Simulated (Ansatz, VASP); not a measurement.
Two plane-wave programs on CuNi2

```
CELL_PARAMETERS angstrom
4.33530 0.00000 0.00000
-2.16765 3.75448 0.00000
0.00000 0.00000 4.13665
ATOMIC_POSITIONS crystal
Cu 0.33333 0.66667 0.50000
Cu 0.66667 0.33333 0.50000
Ni 0.00000 0.67227 0.00000
Ni 0.67227 0.00000 0.00000
Ni 0.32773 0.32773 0.00000
Ni 0.00000 0.00000 0.50000
```

Alike in both runs: functional PBE; k mesh 12 × 12 × 10; occupations gaussian, width 0.1 eV; collinear spin.

Ansatz relaxed the structure, and its values are those at the end. VASP's run is a single point on that final structure, the one shown.

|  | VASP | Ansatz |
| --- | --- | --- |
| version | VASP 6.6.1 | Ansatz 0.2.0 |
| potentials or method | VASP PAW PBE potentials, release 64 (Cu, Ni), cutoff 520 eV | scalar-relativistic, plane waves, PAW |
| valence electrons in the cell | 62 | 110 |

Ansatz gave:

```
gap on the k mesh at the Fermi level (eV)                     : none
pressure (GPa)                                                : 0.0
net moment per atom (μB)                                      : 0.29
size of the moment on the site where the two differ most (μB) : 0.48
```

Question: What did VASP give for the same quantities?

Answer: gap on the k mesh at the Fermi level (eV): none; pressure (GPa): 0.2; net moment per atom (μB): 0.27; size of the moment on the site where the two differ most (μB): 0.45.

Site moments also hang on the region over which each program counts them. A gap of «none» marks a metal or a gap that the smearing closes. The functional is the same, so the differences come from potentials, cutoffs and numerics. VASP's potentials hold 62 valence electrons a cell and Ansatz's 110, so a difference there can come from the potentials and not from the codes.
